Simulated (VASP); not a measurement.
# Lu3Au (Fm-3m) in VASP: density of states with PBE

Aim: the density of states of Lu3Au with PBE.

Program: VASP 6.6.1. These are calculated values, not measurements. Logs are shortened: lines on timing, memory, paths and dates and some standing lists are left out, and cuts for length are marked.

## 1. The cell of the first run

The structure is cubic, space group Fm-3m (No. 225). Conventional cell: a = 7.342 Å, b = 7.342 Å, c = 7.342 Å, α = 90.00°, β = 90.00°, γ = 90.00°. Lu (site symmetry -43m) has 10 Lu at 3.18 to 3.67 Å and 4 Au at 3.18 Å within 4.2 Å. Within 4.2 Å of Lu (site symmetry m-3m) lie 8 Lu at 3.18 Å and 6 Au at 3.67 Å. Within 4.2 Å of Au (site symmetry m-3m) lie 14 Lu at 3.18 to 3.67 Å.

## 2. Density of states, PBE

POSCAR

```
Lu3Au
1.0
    0.0000000000      3.6710589629      3.6710589629
    3.6710589629      0.0000000000      3.6710589629
    3.6710589629      3.6710589629      0.0000000000
Lu Au
3 1
Direct
    0.2500000000      0.2500000000      0.2500000000
    0.7500000000      0.7500000000      0.7500000000
    0.5000000000      0.5000000000      0.5000000000
    0.0000000000      0.0000000000      0.0000000000
```

INCAR.step1

```
PREC = Accurate ; ENCUT = 520
EDIFF = 1E-6 ; ISMEAR = 0
SIGMA = 0.1 ; LREAL = F
LASPH = T ; NELM = 100
ALGO = Normal ; ISIF = 2
LWAVE = F ; LCHARG = T
LMAXMIX = 4 ; GGA = PE
NBANDS = 51
```

KPOINTS.step1

```
regular mesh
0
Gamma
  12 12 12
```

INCAR.step2

```
PREC = Accurate ; ENCUT = 520
EDIFF = 1E-6 ; ISMEAR = -5
SIGMA = 0.1 ; LREAL = F
LASPH = T ; NELM = 100
ALGO = Normal ; ISIF = 2
LWAVE = F ; LCHARG = F
LMAXMIX = 4 ; GGA = PE
LORBIT = 11 ; NEDOS = 2001
ICHARG = 11
```

KPOINTS.step2

```
regular mesh
0
Gamma
  18 18 18
```

Potentials or basis: VASP PAW PBE potentials, release 64 (Lu, Au).

Command:

```
cat potpaw_PBE.64/Lu/POTCAR potpaw_PBE.64/Au/POTCAR > POTCAR
cp INCAR.step1 INCAR
cp KPOINTS.step1 KPOINTS
mpirun -np 1 vasp_std > vasp.out
cp INCAR.step2 INCAR
cp KPOINTS.step2 KPOINTS
mpirun -np 1 vasp_std > vasp.out
```

OUTCAR:

```text
PREC = Accurate
   ENCUT = 520
   EDIFF = 1E-6
   ISMEAR = -5
   LREAL = F
   LASPH = T
   NELM = 100
   ISIF = 2
   GGA = PE
   LORBIT = 11
   ICHARG = 11

 ion  position               nearest neighbor table
   1  0.250  0.250  0.250-   4 3.18   4 3.18   4 3.18   3 3.18   4 3.18   3 3.18   3 3.18   3 3.18
                             2 3.67   2 3.67   2 3.67   2 3.67   2 3.67   2 3.67
   2  0.750  0.750  0.750-   3 3.18   3 3.18   3 3.18   3 3.18   4 3.18   4 3.18   4 3.18   4 3.18
                             1 3.67   1 3.67   1 3.67   1 3.67   1 3.67   1 3.67
   3  0.500  0.500  0.500-   1 3.18   1 3.18   1 3.18   1 3.18   2 3.18   2 3.18   2 3.18   2 3.18
                             4 3.67   4 3.67   4 3.67   4 3.67   4 3.67   4 3.67
   4  0.000  0.000  0.000-   2 3.18   2 3.18   2 3.18   1 3.18   2 3.18   1 3.18   1 3.18   1 3.18
                             3 3.67   3 3.67   3 3.67   3 3.67   3 3.67   3 3.67

  LATTYP: Found a face centered cubic cell.
 ALAT       =     7.3421179258

  Lattice vectors:

 A1 = (   0.0000000000,   3.6710589629,   3.6710589629)
 A2 = (   3.6710589629,   0.0000000000,   3.6710589629)
 A3 = (   3.6710589629,   3.6710589629,   0.0000000000)

Analysis of symmetry for initial positions (statically):
=====================================================================
 Subroutine PRICEL returns:
 Original cell was already a primitive cell.

 Routine SETGRP: Setting up the symmetry group for a
 face centered cubic supercell.

 Subroutine GETGRP returns: Found 48 space group operations
 (whereof 48 operations were pure point group operations)
 out of a pool of 48 trial point group operations.

The static configuration has the point symmetry O_h .

Analysis of symmetry for dynamics (positions and initial velocities):
=====================================================================
 Subroutine PRICEL returns:
 Original cell was already a primitive cell.

 Routine SETGRP: Setting up the symmetry group for a
 face centered cubic supercell.

 Subroutine GETGRP returns: Found 48 space group operations
 (whereof 48 operations were pure point group operations)
 out of a pool of 48 trial point group operations.

The dynamic configuration has the point symmetry O_h .

 Subroutine INISYM returns: Found 48 space group operations
 (whereof 48 operations are pure point group operations),
 and found     1 'primitive' translations

----------------------------------------------------------------------------------------

                                     Primitive cell

  volume of cell :      98.9473

  direct lattice vectors                    reciprocal lattice vectors
     0.000000000  3.671058963  3.671058963    -0.136200482  0.136200482  0.136200482
     3.671058963  0.000000000  3.671058963     0.136200482 -0.136200482  0.136200482
     3.671058963  3.671058963  0.000000000     0.136200482  0.136200482 -0.136200482

  length of vectors
     5.191661374  5.191661374  5.191661374     0.235906155  0.235906155  0.235906155

  position of ions in fractional coordinates (direct lattice)
     0.250000000  0.250000000  0.250000000
     0.750000000  0.750000000  0.750000000
     0.500000000  0.500000000  0.500000000
     0.000000000  0.000000000  0.000000000

  ion indices of the primitive-cell ions
   primitive index   ion index
                 1           1
                 2           2
                 3           3
                 4           4

----------------------------------------------------------------------------------------

 KPOINTS: regular mesh

Automatic generation of k-mesh.
 Grid dimensions read from file:
 generate k-points for:   18   18   18

 Generating k-lattice:

  Cartesian coordinates                     Fractional coordinates (reciprocal lattice)
    -0.007566693  0.007566693  0.007566693     0.055555556  0.000000000  0.000000000
     0.007566693 -0.007566693  0.007566693     0.000000000  0.055555556  0.000000000
     0.007566693  0.007566693 -0.007566693     0.000000000  0.000000000  0.055555556

  Length of vectors
     0.013105897  0.013105897  0.013105897

  Shift w.r.t. Gamma in fractional coordinates (k-lattice)
     0.000000000  0.000000000  0.000000000

 TETIRR: Found    806 inequivalent tetrahedra from    34992

 Subroutine IBZKPT returns following result:
 ===========================================

 Found    195 irreducible k-points:

 Following reciprocal coordinates:
            Coordinates               Weight
  0.000000  0.000000  0.000000      1.000000
  0.055556  0.000000  0.000000      8.000000
  0.111111  0.000000  0.000000      8.000000
  0.166667  0.000000  0.000000      8.000000
  0.222222  0.000000  0.000000      8.000000
  0.277778  0.000000  0.000000      8.000000
[... 16 lines left out ...]
 -0.277778  0.055556  0.000000     24.000000
 -0.222222  0.055556  0.000000     24.000000
 [... further k-points ...]
   k-points           NKPTS =    195   k-points in BZ     NKDIM =    195   number of bands    NBANDS=     51
   number of dos      NEDOS =   2001   number of ions     NIONS =      4
   total plane-waves  NPLWV =  64000
   dimension x,y,z NGX =    40 NGY =   40 NGZ =   40
   dimension x,y,z NGXF=    80 NGYF=   80 NGZF=   80
   ions per type =               3   1
   NGX,Y,Z   is equivalent  to a cutoff of  12.81, 12.81, 12.81 a.u.
   NGXF,Y,Z  is equivalent  to a cutoff of  25.62, 25.62, 25.62 a.u.
 SYSTEM =  unknown system
   PREC   = accura    normal or accurate (medium, high low for compatibility)
   ISTART =      0    job   : 0-new  1-cont  2-samecut
   ICHARG =     11    charge: 1-file 2-atom 10-const
   ISPIN  =      1    spin polarized calculation?
   LNONCOLLINEAR =      F non collinear calculations
   LSORBIT =      F    spin-orbit coupling
   LASPH  =      T    aspherical Exc in radial PAW
   ENCUT  =  520.0 eV  38.22 Ry    6.18 a.u.   9.65  9.65  9.65*2*pi/ulx,y,z
   NELM   =    100;   NELMIN=  2; NELMDL=  0     # of ELM steps
   EDIFF  = 0.1E-05   stopping-criterion for ELM
   LREAL  =      F    real-space projection
   EDIFFG = 0.1E-04   stopping-criterion for IOM
   NSW    =      0    number of steps for IOM
   IBRION =     -1    ionic relax: 0-MD 1-quasi-New 2-CG
   NFREE  =      0    steps in history (QN), initial steepest desc. (CG)
   ISIF   =      2    stress and relaxation
   ISYM   =      2    0-nonsym 1-usesym 2-fastsym
   POTIM  = 0.5000    time-step for ionic-motion
   TEBEG  =    0.0;   TEEND  =   0.0 temperature during run
   PSTRESS=    0.0 pullay stress
   NELECT =      86.0000    total number of electrons
   NUPDOWN=      -1.0000    fix difference up-down
   EMIN   =  10.00;   EMAX   =-10.00  energy-range for DOS
   EFERMI =   0.00;   METHOD = LEGACY
   ISMEAR =    -5;   SIGMA  =   0.10  broadening in eV -4-tet -1-fermi 0-gaus
   EFERMI_NEDOS =   21; number of points for ismear=-14 and -15
   IALGO  =     38    algorithm
   IMIX   =      4    mixing-type and parameters
     AMIX     =   0.40;   BMIX     =  1.00
     AMIX_MAG =   1.60;   BMIX_MAG =  1.00
  volume/ion in A,a.u.               =      24.74       166.93
  Fermi-wavevector in a.u.,A,eV,Ry     =   1.562331  2.952377 33.210149  2.440877
  Thomas-Fermi vector in A             =   2.665265
   LORBIT       =     11    0 simple, 1 ext, 2 COOP (PROOUT), +10 PAW based schemes
   GGA     = PE    functional components
   LHFCALC =     F    Hartree Fock is set to
   AEXX    =    0.0000 exact exchange contribution
   IVDW    =     0    specifies the selected vdW correction
   LEPSILON=     F    determine dielectric tensor
   LRPA    =     F    only Hartree local field effects (RPA)
 non-spin polarized calculation
 Fermi weights with tetrahedron method with Bloechl corrections
  energy-cutoff  :      520.00
  volume of cell :       98.95
 maximum number of plane-waves:      2703

 number of electron      85.9999998 magnetization

 Free energy of the ion-electron system (eV)
  ---------------------------------------------------
  ext. energy  EPLUGINS =         0.00000000
  ---------------------------------------------------
  free energy    TOTEN  =       -17.37902073 eV

  energy without entropy =      -17.37902073  energy(sigma->0) =      -17.37902073

 E-fermi :   3.9863     XC(G=0): -11.2931

 val. band max:        3.9961853177   @ k =  -0.3333   0.5000   0.1667
 cond. band min:       3.9722070700   @ k =   0.2222   0.2222   0.0000
 fundamental gap:     -0.0239782477
 Fermi energy:         3.9863438674

 k-point     1 :       0.0000    0.0000    0.0000
  band No.  band energies     occupation
      1     -52.6575      2.00000
      2     -52.5373      2.00000
      3     -52.5340      2.00000
      4     -23.4691      2.00000
      5     -23.4691      2.00000
      6     -23.4691      2.00000
[... 43 lines left out ...]
     50       8.8712      0.00000
     51       8.8868      0.00000

 k-point     2 :       0.0556    0.0000    0.0000
  band No.  band energies     occupation
      1     -52.6572      2.00000
      2     -52.5374      2.00000
      3     -52.5342      2.00000
      4     -23.4725      2.00000
      5     -23.4716      2.00000
      6     -23.4716      2.00000
[... 43 lines left out ...]
     50       8.7374      0.00000
     51       8.8324      0.00000

 k-point     3 :       0.1111    0.0000    0.0000
  band No.  band energies     occupation
      1     -52.6562      2.00000
      2     -52.5377      2.00000
      3     -52.5349      2.00000
      4     -23.4804      2.00000
      5     -23.4784      2.00000
      6     -23.4784      2.00000
[... 43 lines left out ...]
     50       8.4489      0.00000
     51       8.4542      0.00000
[... 1027 lines left out ...]
 k-point    23 :      -0.2778    0.0556    0.0000
  band No.  band energies     occupation
      1     -52.6500      2.00000
      2     -52.5404      2.00000
      3     -52.5383      2.00000
      4     -23.5182      2.00000
      5     -23.5088      2.00000
      6     -23.4966      2.00000
[... 43 lines left out ...]
     50       7.4314      0.00000
     51       8.0593      0.00000

 k-point    24 :      -0.2222    0.0556    0.0000
  band No.  band energies     occupation
      1     -52.6520      2.00000
      2     -52.5393      2.00000
      3     -52.5375      2.00000
      4     -23.5101      2.00000
      5     -23.4981      2.00000
      6     -23.4955      2.00000
[... 43 lines left out ...]
     50       7.7739      0.00000
     51       7.9218      0.00000

 [... further k-points ...]
[... 5 lines left out ...]
  --------------------------------------------------------------------------------------
  -------------------------------------------------------------------------------------
  Total       -0.1452271     -0.1452271     -0.1452271     -0.0000000      0.0000000      0.0000000
  in kB       -2.3515497     -2.3515497     -2.3515497     -0.0000000      0.0000000      0.0000000
  external PRESSURE =      -2.3515497 kB  Pullay stress =       0.0000000 kB

 VOLUME and BASIS-vectors are now :
 -----------------------------------------------------------------------------
  energy-cutoff  :      520.00
  volume of cell :       98.95
      direct lattice vectors                 reciprocal lattice vectors
     0.000000000  3.671058963  3.671058963    -0.136200482  0.136200482  0.136200482
     3.671058963  0.000000000  3.671058963     0.136200482 -0.136200482  0.136200482
     3.671058963  3.671058963  0.000000000     0.136200482  0.136200482 -0.136200482

 POSITION                                       TOTAL-FORCE (eV/Angst)
 -----------------------------------------------------------------------------------
      1.83553      1.83553      1.83553        -0.000000     -0.000000      0.000000
      5.50659      5.50659      5.50659         0.000000      0.000000     -0.000000
      3.67106      3.67106      3.67106        -0.000000      0.000000     -0.000000
      0.00000      0.00000      0.00000        -0.000000      0.000000     -0.000000
 -----------------------------------------------------------------------------------
    total drift:                               -0.000000      0.000000      0.000000

  FREE ENERGIE OF THE ION-ELECTRON SYSTEM (eV)
  ---------------------------------------------------
  free  energy   TOTEN  =       -17.3790207258 eV

  energy  without entropy=      -17.3790207258  energy(sigma->0) =      -17.37902073

 total charge

# of ion       s       p       d       f       tot
--------------------------------------------------
    1        2.337   6.053   0.790  13.968  23.149
    2        2.337   6.053   0.790  13.968  23.149
    3        2.443   6.025   0.874  13.956  23.298
    4        0.642   0.404   8.571   0.000   9.617
--------------------------------------------------
tot          7.759  18.536  11.025  41.892  79.212
```

Run time: 9.9 min. Hardware: 1 thread of Intel Xeon 6975P-C (Granite Rapids), shared host; peak memory 0.85 GiB.

Results:

- Valence electrons inside the program's atomic spheres: Lu 23.15, 23.30; Au 9.62

Levels at points of the mesh, in eV from the Fermi level:
| k point | band 41 | band 42 | band 43 | band 44 | band 45 | band 46 |
| --- | --- | --- | --- | --- | --- | --- |
| (0.00, 0.00, 0.00) | -0.88 | -0.88 | -0.26 | -0.26 | 0.66 | 0.66 |
| (0.50, 0.00, 0.00) | -1.17 | -1.17 | -0.46 | 0.13 | 0.13 | 1.16 |
| (0.50, 0.50, 0.00) | -1.36 | -1.02 | 0.24 | 0.24 | 0.36 | 0.63 |

Caveat: spin-orbit coupling is left out, which moves the levels of the heavy elements; tetrahedron occupations give inexact forces and stress in metals.
